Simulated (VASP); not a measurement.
# Al (Fm-3m) in VASP: notebook

Al is run at these levels: LDA, PBEsol; tasks: single point.

All numbers are computed with VASP 6.6.1; they aren't measurements. Logs are shortened: lines on timing, memory, paths and dates and some standing lists are left out, and cuts for length are marked.

## 1. The cell of the first run

It takes space group Fm-3m (No. 225, cubic). The conventional cell has a = 4.048 Å, b = 4.048 Å, c = 4.048 Å, α = 90.00°, β = 90.00°, γ = 90.00°. Al (site symmetry m-3m) has 12 Al at 2.86 Å within 3.8 Å.

## 2. Single point, LDA

File INCAR:

```
PREC = Accurate
ENCUT = 500
EDIFF = 1E-6
ISMEAR = -1
SIGMA = 0.03
LREAL = F
LASPH = T
NELM = 120
ALGO = Normal
ISIF = 2
LWAVE = F
LCHARG = T
GGA = CA
LELF = T
LVHAR = T
NBANDS = 8
GGA_COMPAT = F
```

File KPOINTS:

```
Automatic mesh
0
Gamma
  17 17 17
```

File POSCAR:

```
Al
1.0
    0.0000000000      2.0239800000      2.0239800000
    2.0239800000      0.0000000000      2.0239800000
    2.0239800000      2.0239800000      0.0000000000
Al
1
Direct
    0.0000000000      0.0000000000      0.0000000000
```

Potentials or basis: VASP PAW LDA potentials, release 64 (Al).

Started as:

```bash
$ cat potpaw_LDA.64/Al/POTCAR > POTCAR
$ mpirun -np 1 vasp_std > vasp.out
```

OUTCAR:

```text
PREC = Accurate
   ENCUT = 500
   EDIFF = 1E-6
   ISMEAR = -1
   LREAL = F
   LASPH = T
   NELM = 120
   ISIF = 2
   GGA = CA

 ion  position               nearest neighbor table
   1  0.000  0.000  0.000-

  LATTYP: Found a face centered cubic cell.
 ALAT       =     4.0479600000

  Lattice vectors:

 A1 = (   0.0000000000,   2.0239800000,   2.0239800000)
 A2 = (   2.0239800000,   0.0000000000,   2.0239800000)
 A3 = (   2.0239800000,   2.0239800000,   0.0000000000)

Analysis of symmetry for initial positions (statically):
=====================================================================
 Subroutine PRICEL returns:
 Original cell was already a primitive cell.

 Routine SETGRP: Setting up the symmetry group for a
 face centered cubic supercell.

 Subroutine GETGRP returns: Found 48 space group operations
 (whereof 48 operations were pure point group operations)
 out of a pool of 48 trial point group operations.

The static configuration has the point symmetry O_h .

Analysis of symmetry for dynamics (positions and initial velocities):
=====================================================================
 Subroutine PRICEL returns:
 Original cell was already a primitive cell.

 Routine SETGRP: Setting up the symmetry group for a
 face centered cubic supercell.

 Subroutine GETGRP returns: Found 48 space group operations
 (whereof 48 operations were pure point group operations)
 out of a pool of 48 trial point group operations.

The dynamic configuration has the point symmetry O_h .

 Subroutine INISYM returns: Found 48 space group operations
 (whereof 48 operations are pure point group operations),
 and found     1 'primitive' translations

----------------------------------------------------------------------------------------

                                     Primitive cell

  volume of cell :      16.5824

  direct lattice vectors                    reciprocal lattice vectors
     0.000000000  2.023980000  2.023980000    -0.247038014  0.247038014  0.247038014
     2.023980000  0.000000000  2.023980000     0.247038014 -0.247038014  0.247038014
     2.023980000  2.023980000  0.000000000     0.247038014  0.247038014 -0.247038014

  length of vectors
     2.862339966  2.862339966  2.862339966     0.427882392  0.427882392  0.427882392

  position of ions in fractional coordinates (direct lattice)
     0.000000000  0.000000000  0.000000000

  ion indices of the primitive-cell ions
   primitive index   ion index
                 1           1

----------------------------------------------------------------------------------------

 KPOINTS: Automatic mesh

Automatic generation of k-mesh.
 Grid dimensions read from file:
 generate k-points for:   17   17   17

 Generating k-lattice:

  Cartesian coordinates                     Fractional coordinates (reciprocal lattice)
    -0.014531648  0.014531648  0.014531648     0.058823529  0.000000000  0.000000000
     0.014531648 -0.014531648  0.014531648     0.000000000  0.058823529  0.000000000
     0.014531648  0.014531648 -0.014531648     0.000000000  0.000000000  0.058823529

  Length of vectors
     0.025169552  0.025169552  0.025169552

  Shift w.r.t. Gamma in fractional coordinates (k-lattice)
     0.000000000  0.000000000  0.000000000

 Subroutine IBZKPT returns following result:
 ===========================================

 Found    165 irreducible k-points:

 Following reciprocal coordinates:
            Coordinates               Weight
  0.000000  0.000000  0.000000      1.000000
  0.058824  0.000000  0.000000      8.000000
  0.117647  0.000000  0.000000      8.000000
  0.176471  0.000000  0.000000      8.000000
  0.235294  0.000000  0.000000      8.000000
  0.294118  0.000000  0.000000      8.000000
[... 16 lines left out ...]
 -0.176471  0.058824  0.000000     24.000000
 -0.117647  0.058824  0.000000     24.000000
 [... further k-points ...]
   k-points           NKPTS =    165   k-points in BZ     NKDIM =    165   number of bands    NBANDS=      8
   number of dos      NEDOS =    301   number of ions     NIONS =      1
   total plane-waves  NPLWV =  13824
   dimension x,y,z NGX =    24 NGY =   24 NGZ =   24
   dimension x,y,z NGXF=    48 NGYF=   48 NGZF=   48
   ions per type =               1
   NGX,Y,Z   is equivalent  to a cutoff of  13.94, 13.94, 13.94 a.u.
   NGXF,Y,Z  is equivalent  to a cutoff of  27.88, 27.88, 27.88 a.u.
 SYSTEM =  unknown system
   PREC   = accura    normal or accurate (medium, high low for compatibility)
   ISTART =      0    job   : 0-new  1-cont  2-samecut
   ICHARG =      2    charge: 1-file 2-atom 10-const
   ISPIN  =      1    spin polarized calculation?
   LNONCOLLINEAR =      F non collinear calculations
   LSORBIT =      F    spin-orbit coupling
   LASPH  =      T    aspherical Exc in radial PAW
   ENCUT  =  500.0 eV  36.75 Ry    6.06 a.u.   5.22  5.22  5.22*2*pi/ulx,y,z
   NELM   =    120;   NELMIN=  2; NELMDL= -5     # of ELM steps
   EDIFF  = 0.1E-05   stopping-criterion for ELM
   LREAL  =      F    real-space projection
   EDIFFG = 0.1E-04   stopping-criterion for IOM
   NSW    =      0    number of steps for IOM
   IBRION =     -1    ionic relax: 0-MD 1-quasi-New 2-CG
   NFREE  =      0    steps in history (QN), initial steepest desc. (CG)
   ISIF   =      2    stress and relaxation
   ISYM   =      2    0-nonsym 1-usesym 2-fastsym
   POTIM  = 0.5000    time-step for ionic-motion
   TEBEG  =    0.0;   TEEND  =   0.0 temperature during run
   PSTRESS=    0.0 pullay stress
   NELECT =       3.0000    total number of electrons
   NUPDOWN=      -1.0000    fix difference up-down
   EMIN   =  10.00;   EMAX   =-10.00  energy-range for DOS
   EFERMI =   0.00;   METHOD = LEGACY
   ISMEAR =    -1;   SIGMA  =   0.03  broadening in eV -4-tet -1-fermi 0-gaus
   EFERMI_NEDOS =   21; number of points for ismear=-14 and -15
   IALGO  =     38    algorithm
   IMIX   =      4    mixing-type and parameters
     AMIX     =   0.40;   BMIX     =  1.00
     AMIX_MAG =   1.60;   BMIX_MAG =  1.00
  volume/ion in A,a.u.               =      16.58       111.90
  Fermi-wavevector in a.u.,A,eV,Ry     =   0.925903  1.749704 11.664236  0.857297
  Thomas-Fermi vector in A             =   2.051808
   LORBIT       =      0    0 simple, 1 ext, 2 COOP (PROOUT), +10 PAW based schemes
   GGA     = CA    functional components
   LHFCALC =     F    Hartree Fock is set to
   AEXX    =    0.0000 exact exchange contribution
   IVDW    =     0    specifies the selected vdW correction
   LEPSILON=     F    determine dielectric tensor
   LRPA    =     F    only Hartree local field effects (RPA)
 non-spin polarized calculation
  energy-cutoff  :      500.00
  volume of cell :       16.58
 maximum number of plane-waves:       440
 NGX is ok and might be reduce to    24
   NGX = 11   NGY = 11   NGZ = 11

 number of electron       3.0000000 magnetization

 Free energy of the ion-electron system (eV)
  ---------------------------------------------------
  ext. energy  EPLUGINS =         0.00000000
  ---------------------------------------------------
  free energy    TOTEN  =        -4.18534970 eV

  energy without entropy =       -4.18375672  energy(sigma->0) =       -4.18455321

 E-fermi :   7.7374     XC(G=0): -10.3253

 val. band max:        7.7174738212   @ k =  -0.4118   0.3529   0.0000
 cond. band min:       7.7519641631   @ k =  -0.3529   0.4706   0.1765
 fundamental gap:      0.0344903419
 Fermi energy:         7.7373502656

 k-point     1 :       0.0000    0.0000    0.0000
  band No.  band energies     occupation
      1      -3.3261      2.00000
      2      20.2839      0.00000
      3      20.2839      0.00000
      4      20.2839      0.00000
      5      21.5652      0.00000
      6      21.5652      0.00000
      7      21.5652      0.00000
      8      24.3166      0.00000

 k-point     2 :       0.0588    0.0000    0.0000
  band No.  band energies     occupation
      1      -3.2326      2.00000
      2      18.6232      0.00000
      3      19.9102      0.00000
      4      19.9102      0.00000
      5      22.0801      0.00000
      6      22.0801      0.00000
      7      22.2417      0.00000
      8      25.2419      0.00000

 k-point     3 :       0.1176    0.0000    0.0000
  band No.  band energies     occupation
      1      -2.9524      2.00000
      2      16.2834      0.00000
      3      19.3528      0.00000
      4      19.3528      0.00000
      5      22.3379      0.00000
      6      23.0119      0.00000
      7      23.0119      0.00000
      8      25.3859      0.00000

 k-point     4 :       0.1765    0.0000    0.0000
  band No.  band energies     occupation
      1      -2.4866      2.00000
      2      13.9443      0.00000
      3      18.8925      0.00000
      4      18.8925      0.00000
      5      22.1890      0.00000
      6      23.4481      0.00000
      7      23.4481      0.00000
      8      24.9547      0.00000

 k-point     5 :       0.2353    0.0000    0.0000
  band No.  band energies     occupation
      1      -1.8371      2.00000
      2      11.6958      0.00000
      3      18.5721      0.00000
      4      18.5721      0.00000
      5      22.0384      0.00000
      6      22.5728      0.00000
      7      22.5728      0.00000
      8      26.0626      0.00000
[... 177 lines left out ...]
 k-point    22 :      -0.2353    0.0588    0.0000
  band No.  band energies     occupation
      1      -1.4981      2.00000
      2      11.0392      0.00000
      3      16.7506      0.00000
      4      19.7434      0.00000
      5      21.1559      0.00000
      6      22.5446      0.00000
      7      22.7341      0.00000
      8      25.4235      0.00000

 k-point    23 :      -0.1765    0.0588    0.0000
  band No.  band energies     occupation
      1      -2.2079      2.00000
      2      13.2371      0.00000
      3      17.0399      0.00000
      4      20.0047      0.00000
      5      22.1787      0.00000
      6      22.7174      0.00000
      7      23.7149      0.00000
      8      24.1038      0.00000

 k-point    24 :      -0.1176    0.0588    0.0000
  band No.  band energies     occupation
      1      -2.7348      2.00000
      2      15.5167      0.00000
      3      17.4978      0.00000
      4      20.3623      0.00000
      5      22.2917      0.00000
      6      22.8033      0.00000
      7      24.0255      0.00000
      8      24.0646      0.00000

 [... further k-points ...]

------------------------ aborting loop because EDIFF is reached ----------------------------------------

  FORCE on cell =-STRESS in cart. coord.  units (eV):
  Direction    XX          YY          ZZ          XY          YZ          ZX
  --------------------------------------------------------------------------------------
  -------------------------------------------------------------------------------------
  Total       -0.3722331     -0.3722331     -0.3722331      0.0000000      0.0000000      0.0000000
  in kB      -35.9647377    -35.9647377    -35.9647377      0.0000000      0.0000000      0.0000000
  external PRESSURE =     -35.9647377 kB  Pullay stress =       0.0000000 kB

 VOLUME and BASIS-vectors are now :
 -----------------------------------------------------------------------------
  energy-cutoff  :      500.00
  volume of cell :       16.58
      direct lattice vectors                 reciprocal lattice vectors
     0.000000000  2.023980000  2.023980000    -0.247038014  0.247038014  0.247038014
     2.023980000  0.000000000  2.023980000     0.247038014 -0.247038014  0.247038014
     2.023980000  2.023980000  0.000000000     0.247038014  0.247038014 -0.247038014

 POSITION                                       TOTAL-FORCE (eV/Angst)
 -----------------------------------------------------------------------------------
      0.00000      0.00000      0.00000         0.000000     -0.000000      0.000000
 -----------------------------------------------------------------------------------
    total drift:                               -0.000000      0.000000     -0.000000

  FREE ENERGIE OF THE ION-ELECTRON SYSTEM (eV)
  ---------------------------------------------------
  free  energy   TOTEN  =        -4.1853497018 eV

  energy  without entropy=       -4.1837567212  energy(sigma->0) =       -4.18455321
```

Wall time 7.9 s (1 thread of AMD EPYC 9R45 (Zen 5), shared host); peak memory 0.1 GiB.

What came out:

```
Free energy            : -4.1853 eV
Pressure               : -3.6 GPa
Band gap on the k mesh : zero (an odd number of electrons rules out a gap without spin polarisation)
```

Caveat: the cell stands under tension.

## 3. Single point, PBEsol

File INCAR:

```
SYSTEM = Al
PREC = Accurate
ENCUT = 500
EDIFF = 1E-6
ISMEAR = -1
SIGMA = 0.03
LREAL = .False.
LASPH = .True.
NELM = 120
ALGO = Normal
ISIF = 2
LWAVE = .False.
LCHARG = .False.
GGA = PS
NBANDS = 8
GGA_COMPAT = .False.
```

File KPOINTS:

```
Automatic mesh
0
Gamma
  17 17 17
  0 0 0
```

POSCAR is that of step 2.

Potentials or basis: VASP PAW PBE potentials, release 64 (Al).

Started as:

```bash
$ cat potpaw_PBE.64/Al/POTCAR > POTCAR
$ mpirun -np 1 vasp_std > vasp.out
```

Run time: 7.6 s. Hardware: 1 thread of AMD EPYC 9R45 (Zen 5), shared host; peak memory 0.11 GiB.

It converged, with:

```yaml
Free_energy: -4.0924 eV
Pressure: -1.9 GPa
Band_gap_on_the_k_mesh: zero (an odd number of electrons rules out a gap without spin polarisation)
```

Levels at points of the mesh, in eV from the Fermi level:
```tsv
k point	band 1	band 2	band 3	band 4	band 5
(0.00, 0.00, 0.00)	-11.10	12.57	12.57	12.57	14.02
```

Caveat: the PAW data sets were made with another functional, which shifts forces and pressure a little.
